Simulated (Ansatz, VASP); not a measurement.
One calculation of MgO, two programs

```
CELL_PARAMETERS angstrom
0.00000 2.08387 2.08387
2.08387 0.00000 2.08387
2.08387 2.08387 0.00000
ATOMIC_POSITIONS crystal
Mg 0.00000 0.00000 0.00000
O 0.50000 0.50000 0.50000
```

Change from the starting cell: volume scaled by 0.9405.

Alike in both runs: task single point; functional PBE; k mesh 16 × 16 × 16; occupations fermi-dirac, width 0.05 eV; no spin polarisation.

```csv
,VASP,Ansatz
version,VASP 6.6.1,Ansatz 0.2.0
potentials or method,"VASP PAW PBE potentials, release 64 (Mg, O), cutoff 520 eV","all-electron LAPW, scalar-relativistic"
```

|  | VASP | Ansatz | Ansatz less VASP |
| --- | --- | --- | --- |
| gap on the k mesh at the Fermi level (eV) | 5.04 | 5.05 | +0.011 |
| pressure (GPa) | 9.7 | 10.4 | +0.78 |

Ansatz ran all-electron here, and VASP with PAW potentials.
